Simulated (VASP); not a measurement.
# Zn4SnN (Cmmm) in VASP: notebook, part 2 of 2

VASP 6.6.1. The steps go on from the part before.

## 3. Relaxation of cell and atoms, PBE

This run uses another cell than the first one, of 15.87 Å³/atom.

Contents of INCAR:

```
SYSTEM = Zn4SnN
PREC = Accurate ; ENCUT = 600
EDIFF = 1E-6 ; ISMEAR = 0
SIGMA = 0.1 ; LREAL = .False.
LASPH = .True. ; NELM = 100
ALGO = Normal ; ISIF = 3
LWAVE = .False. ; LCHARG = .False.
GGA = PE ; IBRION = 2
NSW = 90 ; EDIFFG = -0.04
```

Contents of KPOINTS:

```
Automatic mesh
0
Gamma
  4 4 4
  0 0 0
```

Contents of POSCAR:

```
Zn4SnN
1.0
    2.7096466100     -4.2793125400      0.0000000000
    2.7096466100      4.2793125400      0.0000000000
    0.0000000000      0.0000000000      4.1052324200
Zn Sn N
4 1 1
Direct
    0.3424525300      0.6575474700      0.0000000000
    0.6575474700      0.3424525300      0.0000000000
    0.5000000000      0.0000000000      0.5000000000
    0.0000000000      0.5000000000      0.5000000000
    0.0000000000      0.0000000000      0.0000000000
    0.5000000000      0.5000000000      0.5000000000
```

Potentials or basis: VASP PAW PBE potentials, release 64 (Zn, Sn_d, N).

Started as:

```
$ cat potpaw_PBE.64/Zn/POTCAR potpaw_PBE.64/Sn_d/POTCAR potpaw_PBE.64/N/POTCAR > POTCAR
$ mpirun -np 1 vasp_std > vasp.out
```

OUTCAR:

```text
SYSTEM = Zn4SnN
   PREC = Accurate
   ENCUT = 600
   EDIFF = 1E-6
   ISMEAR = 0
   LREAL = .False.
   LASPH = .True.
   NELM = 100
   ISIF = 3
   GGA = PE
   IBRION = 2
   NSW = 90
   EDIFFG = -0.04

 ion  position               nearest neighbor table
   1  0.342  0.658  0.000-   3 2.58   4 2.58   3 2.58   4 2.58   2 2.70   5 2.93   5 3.03   5 3.03

   2  0.658  0.342  0.000-   3 2.58   4 2.58   3 2.58   4 2.58   1 2.70   5 2.93   5 3.03   5 3.03

   3  0.500  0.000  0.500-   1 2.58   2 2.58   1 2.58   2 2.58   4 2.71   4 2.71   5 3.26   5 3.26
                             5 3.26   5 3.26
   4  0.000  0.500  0.500-   1 2.58   2 2.58   1 2.58   2 2.58   3 2.71   3 2.71   5 3.26   5 3.26
                             5 3.26   5 3.26
   5  0.000  0.000  0.000-   1 2.93   2 2.93   2 3.03   1 3.03   2 3.03   1 3.03   3 3.26   4 3.26
                             3 3.26   4 3.26   4 3.26   4 3.26   3 3.26   3 3.26
   6  0.500  0.500  0.500-

  LATTYP: Found a base centered orthorhombic cell.
 ALAT       =     5.4192932200
 B/A-ratio  =     1.5792880607
 C/A-ratio  =     0.7575217382

  Lattice vectors:

 A1 = (   2.7096466100,  -4.2793125400,   0.0000000000)
 A2 = (   2.7096466100,   4.2793125400,   0.0000000000)
 A3 = (   0.0000000000,   0.0000000000,   4.1052324200)

Analysis of symmetry for initial positions (statically):
=====================================================================
 Subroutine PRICEL returns:
 Original cell was already a primitive cell.

 Routine SETGRP: Setting up the symmetry group for a
 base centered orthorhombic supercell.

 Subroutine GETGRP returns: Found  8 space group operations
 (whereof  8 operations were pure point group operations)
 out of a pool of  8 trial point group operations.

The static configuration has the point symmetry D_2h.

Analysis of symmetry for dynamics (positions and initial velocities):
=====================================================================
 Subroutine PRICEL returns:
 Original cell was already a primitive cell.

 Routine SETGRP: Setting up the symmetry group for a
[... 133 lines left out ...]
  Thomas-Fermi vector in A             =   2.573128
   LORBIT       =      0    0 simple, 1 ext, 2 COOP (PROOUT), +10 PAW based schemes
   GGA     = PE    functional components
   LHFCALC =     F    Hartree Fock is set to
   AEXX    =    0.0000 exact exchange contribution
   IVDW    =     0    specifies the selected vdW correction
   LEPSILON=     F    determine dielectric tensor
   LRPA    =     F    only Hartree local field effects (RPA)
 conjugate gradient relaxation of ions
 non-spin polarized calculation
 Gauss-broadening in eV      SIGMA  =   0.10
  energy-cutoff  :      600.00
  volume of cell :       95.20
 maximum number of plane-waves:      3209
   NGX = 21   NGY = 21   NGZ = 17

--------------------------------------- Ionic step        1  -------------------------------------------

 number of electron      66.9999980 magnetization

 Free energy of the ion-electron system (eV)
  ---------------------------------------------------
  ext. energy  EPLUGINS =         0.00000000
  ---------------------------------------------------
  free energy    TOTEN  =       -13.40306556 eV

  energy without entropy =      -13.38827342  energy(sigma->0) =      -13.39566949

------------------------ aborting loop because EDIFF is reached ----------------------------------------

  FORCE on cell =-STRESS in cart. coord.  units (eV):
  Direction    XX          YY          ZZ          XY          YZ          ZX
  --------------------------------------------------------------------------------------
  -------------------------------------------------------------------------------------
  Total        1.7950970      0.0548737     -0.9427418      0.0000000      0.0000000      0.0000000
  in kB       30.2095397      0.9234649    -15.8653234      0.0000000      0.0000000      0.0000000
  external PRESSURE =       5.0892270 kB  Pullay stress =       0.0000000 kB
[... 101 lines left out ...]
  FREE ENERGIE OF THE ION-ELECTRON SYSTEM (eV)
  ---------------------------------------------------
  free  energy   TOTEN  =       -13.5507219974 eV

  energy  without entropy=      -13.5376865975  energy(sigma->0) =      -13.54420430

[... ionic steps 4 to 24 ...]

--------------------------------------- Ionic step       25  -------------------------------------------

 number of electron      66.9999994 magnetization

------------------------ aborting loop because EDIFF is reached ----------------------------------------
[... 75 lines left out ...]
--------------------------------------- Ionic step       27  -------------------------------------------

 number of electron      66.9999992 magnetization

 Free energy of the ion-electron system (eV)
  ---------------------------------------------------
  ext. energy  EPLUGINS =         0.00000000
  ---------------------------------------------------
  free energy    TOTEN  =       -14.05394492 eV

  energy without entropy =      -14.05028744  energy(sigma->0) =      -14.05211618

 E-fermi :   3.6584     XC(G=0): -10.5966

 val. band max:        3.5823914720   @ k =   0.2500   0.2500   0.5000
 cond. band min:       3.6698242568   @ k =   0.5000   0.5000   0.5000
 fundamental gap:      0.0874327848
 Fermi energy:         3.6584355679

 k-point     1 :       0.0000    0.0000    0.0000
  band No.  band energies     occupation
      1     -18.5838      2.00000
      2     -18.3572      2.00000
      3     -18.3521      2.00000
      4     -18.2766      2.00000
      5     -18.2671      2.00000
      6     -11.0480      2.00000
[... 925 lines left out ...]
  FREE ENERGIE OF THE ION-ELECTRON SYSTEM (eV)
  ---------------------------------------------------
  free  energy   TOTEN  =       -14.0539449177 eV

  energy  without entropy=      -14.0502874353  energy(sigma->0) =      -14.05211618

 reached required accuracy - stopping structural energy minimisation
```

Wall time 21 min (1 thread of Intel Xeon 6975P-C (Granite Rapids), shared host); peak memory 0.29 GiB.

What came out:

- Free energy: -14.0539 eV
- Relaxed volume: 17.73 Å³/atom
- Relaxed cell: a = 6.187 Å, b = 6.187 Å, c = 2.986 Å, α = 90.00°, β = 90.00°, γ = 111.41°
- Space group after relaxing (to 0.1 Å): Cmmm (No. 65)
- Energy gained by relaxing: 108.5 meV/atom
- Ionic steps: 27
- Pressure after relaxing: 0.0 GPa
- Largest force after relaxing: 0.035 eV/Å
- Band gap on the k mesh: zero (an odd number of electrons rules out a gap without spin polarisation)

Forces on the atoms (eV/Å):
```
Zn   0.000  0.035  0.000
Zn   0.000 -0.035  0.000
Zn   0.000  0.000  0.000
Zn   0.000  0.000  0.000
Sn   0.000  0.000  0.000
N    0.000  0.000  0.000
```

Step by step:
| step | energy change (eV) | largest force (eV/Å) | pressure (GPa) | volume (Å³) |
| --- | --- | --- | --- | --- |
| 1 | 0.0000 | 0.5812 | 0.51 | 95.20 |
| 2 | -0.0594 | 0.4545 | -0.04 | 95.89 |
| 3 | -0.1477 | 0.0930 | -0.88 | 97.73 |
| 4 | -0.1489 | 0.1905 | -0.92 | 97.96 |
| 5 | -0.1897 | 0.2314 | 0.63 | 96.38 |
| 6 | -0.1964 | 0.2124 | 2.10 | 95.12 |
| 7 | -0.2179 | 0.0353 | 1.41 | 96.17 |
| 8 | -0.2325 | 0.1684 | 0.74 | 97.47 |
| 9 | -0.2407 | 0.5408 | -0.25 | 99.84 |
| 10 | -0.2408 | 0.3868 | 0.09 | 98.92 |
| 11 | -0.2416 | 0.4397 | -0.02 | 99.23 |
| 12 | -0.2663 | 0.3819 | -0.32 | 100.63 |
| 13 | -0.2723 | 0.3425 | -0.41 | 101.32 |
| 14 | -0.2835 | 0.2254 | -0.30 | 102.63 |
| 15 | -0.4495 | 0.1224 | -0.42 | 104.95 |
| 16 | -0.3763 | 1.7306 | 3.11 | 108.22 |
| 17 | -0.5786 | 0.5475 | 0.02 | 106.25 |
| 18 | -0.5852 | 0.9787 | 0.97 | 107.19 |
| 19 | -0.5976 | 0.7680 | 0.44 | 106.78 |
| 20 | -0.5990 | 0.8417 | 0.48 | 107.51 |
| 21 | -0.6003 | 0.8108 | 0.45 | 107.22 |
| 22 | -0.6074 | 0.7421 | 0.33 | 107.30 |
| 23 | -0.6249 | 0.5437 | -0.04 | 107.54 |
| 24 | -0.6427 | 0.1738 | -0.77 | 108.02 |
| 25 | -0.6439 | 0.0618 | -1.07 | 108.18 |
| 26 | -0.6474 | 0.0543 | -0.77 | 107.66 |
| 27 | -0.6509 | 0.0353 | 0.02 | 106.40 |

Final structure:
```yaml
crystal:
  lattice:
    - [3.48584, -5.11143, 0.00000]
    - [3.48584, 5.11143, 0.00000]
    - [0.00000, 0.00000, 2.98587]
  atoms:
    - { symbol: Zn, position: [0.36929, 0.63071, 0.00000] }
    - { symbol: Zn, position: [0.63071, 0.36929, 0.00000] }
    - { symbol: Zn, position: [0.50000, 0.00000, 0.50000] }
    - { symbol: Zn, position: [0.00000, 0.50000, 0.50000] }
    - { symbol: Sn, position: [0.00000, 0.00000, 0.00000] }
    - { symbol: N, position: [0.50000, 0.50000, 0.50000] }
```

Caveat: the k points lie up to 0.53 Å⁻¹ apart in the final cell, too coarse for converged energies and pressures of a metal; a cell axis changed by over 15 % at a fixed basis, so the end point is rough; spin-orbit coupling is left out, which moves the levels of the heavy elements.

## 4. Relaxation of cell and atoms, PBE

Contents of INCAR:

```
SYSTEM = Zn4SnN
PREC = Accurate
ENCUT = 600
EDIFF = 1E-6
ISMEAR = 0
SIGMA = 0.1
LREAL = .False.
LASPH = .True.
NELM = 100
ALGO = Normal
ISIF = 3
LWAVE = .False.
LCHARG = .False.
GGA = PE
IBRION = 2
NSW = 90
EDIFFG = -0.04
```

Contents of KPOINTS:

```
regular mesh
0
Gamma
  4 4 6
  0 0 0
```

Contents of POSCAR:

```
Zn4SnN
1.0
    2.7740620859     -6.3473274127      0.0000000000
    2.7740620859      6.3473274127      0.0000000000
    0.0000000000      0.0000000000      2.9278464787
Zn Sn N
4 1 1
Direct
    0.3891403783      0.6108596217      0.0000000000
    0.6108596217      0.3891403783      0.0000000000
    0.5000000000      0.0000000000      0.5000000000
    0.0000000000      0.5000000000      0.5000000000
    0.0000000000      0.0000000000      0.0000000000
    0.5000000000      0.5000000000      0.5000000000
```

Started as:

```
$ cat potpaw_PBE.64/Zn/POTCAR potpaw_PBE.64/Sn_d/POTCAR potpaw_PBE.64/N/POTCAR > POTCAR
$ mpirun -np 1 vasp_std > vasp.out
```

Wall time 9.4 min (1 thread of Intel Xeon 6975P-C (Granite Rapids), shared host); peak memory 0.35 GiB.

It converged, with:

* Free energy: -14.2333 eV
* Relaxed volume: 17.14 Å³/atom
* Relaxed cell: a = 6.682 Å, b = 6.682 Å, c = 3.087 Å, α = 90.00°, β = 90.00°, γ = 131.75°
* Space group after relaxing (to 0.1 Å): Cmmm (No. 65)
* Energy gained by relaxing: 10.3 meV/atom
* Ionic steps: 9
* Pressure after relaxing: 0.1 GPa
* Largest force after relaxing: 0.014 eV/Å
* Band gap on the k mesh: zero (an odd number of electrons rules out a gap without spin polarisation)

Forces on the atoms (eV/Å):
```
Zn   0.000  0.014  0.000
Zn   0.000 -0.014  0.000
Zn   0.000  0.000  0.000
Zn   0.000  0.000  0.000
Sn   0.000  0.000  0.000
N    0.000  0.000  0.000
```

Stress tensor (GPa, compression positive):
```
0.30 0.00 0.00
0.00 0.03 0.00
0.00 0.00 0.03
```

Step by step:
```tsv
step	energy change (eV)	largest force (eV/Å)	pressure (GPa)	volume (Å³)
1	0.0000	0.0285	0.94	103.11
2	-0.0303	0.0673	-0.29	104.60
3	-0.0279	0.1861	-1.98	106.71
4	-0.0361	0.1195	-1.10	105.55
5	-0.0510	0.0259	-0.44	104.19
6	-0.0526	0.1678	0.32	102.91
7	-0.0535	0.1141	0.06	103.37
8	-0.0570	0.0880	0.08	103.24
9	-0.0621	0.0145	0.12	102.84
```

Final structure:
```cif
data_structure
_symmetry_space_group_name_H-M 'P 1'
_symmetry_Int_Tables_number 1
_cell_length_a 6.6817
_cell_length_b 6.6817
_cell_length_c 3.0873
_cell_angle_alpha 90.000
_cell_angle_beta 90.000
_cell_angle_gamma 131.745
_cell_volume 102.84
loop_
_atom_site_label
_atom_site_type_symbol
_atom_site_fract_x
_atom_site_fract_y
_atom_site_fract_z
_atom_site_occupancy
Zn1 Zn 0.38782 0.61218 0.00000 1
Zn2 Zn 0.61218 0.38782 0.00000 1
Zn3 Zn 0.50000 0.00000 0.50000 1
Zn4 Zn 0.00000 0.50000 0.50000 1
Sn1 Sn 0.00000 0.00000 0.00000 1
N1 N 0.50000 0.50000 0.50000 1
```

Levels at points of the mesh, in eV from the Fermi level:
```tsv
k point	band 30	band 31	band 32	band 33	band 34	band 35	band 36	band 37	band 38	band 39
(0.00, 0.00, 0.00)	-4.32	-2.35	-2.27	-0.98	-0.39	1.87	2.65	4.93	5.08	6.62
(0.50, 0.00, 0.00)	-2.82	-2.79	-1.39	-0.91	0.04	1.33	3.15	4.44	5.00	6.36
(0.50, 0.50, 0.00)	-3.54	-2.69	-0.91	-0.74	0.35	0.49	0.62	3.05	4.87	5.70
(0.00, 0.00, 0.50)	-3.33	-2.41	-1.57	-1.46	-0.60	-0.03	1.04	1.39	1.98	2.46
(0.50, 0.00, 0.50)	-3.42	-2.07	-1.92	-1.84	-0.59	0.44	1.15	2.32	3.27	3.33
(0.50, 0.50, 0.50)	-3.21	-2.60	-1.57	-0.90	-0.85	0.63	2.20	2.24	2.79	3.29
```

Caveat: spin-orbit coupling is left out, which moves the levels of the heavy elements.

## 5. Summary

| task | cell | k mesh | cutoff (eV) | gap on the mesh (eV) | pressure (GPa) | relaxed volume (Å³/atom) | largest force (eV/Å) |
| --- | --- | --- | --- | --- | --- | --- | --- |
| single point | a = 6.927, b = 6.927, c = 2.928 Å, angles 90.0, 90.0, 132.8°, 6 atoms, atomic positions A | 4 × 4 × 4 | 520 | none | 0.4 | - | 0.07 |
| relaxation of cell and atoms | relaxed from a = 5.065, b = 5.065, c = 4.105 Å, angles 90.0, 90.0, 115.3°, 6 atoms, atomic positions B | 4 × 4 × 4 | 600 | none | 0.0 | 17.73 | 0.04 |
| relaxation of cell and atoms | relaxed from a = 6.927, b = 6.927, c = 2.928 Å, angles 90.0, 90.0, 132.8°, 6 atoms, atomic positions A | 4 × 4 × 6 | 600 | none | 0.1 | 17.14 | 0.01 |

Alike in all rows: level PBE; potentials or basis VASP PAW PBE potentials, release 64 (Zn, Sn_d, N); no spin polarisation; smearing gaussian 0.1 eV.

Caveats: some runs use coarse meshes; spin-orbit coupling is left out, which moves the levels of the heavy elements; a cell axis changed by over 15 % at a fixed basis, so the end point is rough (at least some runs).

Absolute energies hang on the potentials; compare differences alone.

The gap in the log of VASP goes by the Fermi energy; the results here count the filled bands.